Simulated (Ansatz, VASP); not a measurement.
**One calculation of MgBeS3, two programs**

```
CELL_PARAMETERS angstrom
1.87296 -3.24406 0.00000
-5.61887 -3.24406 0.00000
0.00000 0.00000 -7.45882
ATOMIC_POSITIONS crystal
Mg 0.00000 0.66667 0.79103
Mg 0.50000 0.16667 0.79103
Be 0.50000 0.83333 0.35501
Be 0.00000 0.33333 0.35501
S 0.50000 0.83333 0.62082
S 0.00000 0.33333 0.62082
S 0.50000 0.50000 0.97989
S 0.00000 0.00000 0.97989
S 0.50000 0.50000 0.26325
S 0.00000 0.00000 0.26325
```

Alike in both runs: task single point; functional PBE; k mesh 4 × 2 × 2; occupations gaussian, width 0.1 eV; no spin polarisation.

```csv
,VASP,Ansatz
version,VASP 6.6.1,Ansatz 0.2.0
potentials or method,"VASP PAW PBE potentials, release 64 (Mg_sv, Be, S), cutoff 750 eV","scalar-relativistic, plane waves, PAW"
valence electrons in the cell,60,60
```

```csv
,VASP,Ansatz,Ansatz less VASP
gap on the k mesh at the Fermi level (eV),1.46,1.44,-0.024
least direct gap on the mesh (eV),1.46,1.44,-0.024
pressure (GPa),-0.2,0.1,+0.22
"traceless stress, the component that is largest in VASP (GPa)",-0.32,-0.09,+0.237
rms of the force components (eV/Å),0.037,0.005,-0.0324
```

Atom by atom the forces differ by 0.037 eV/Å (rms over components). With one functional, cell and mesh, what is left measures potentials, basis and numerics.

The k mesh is coarse, so the values compare programs but aren't converged.
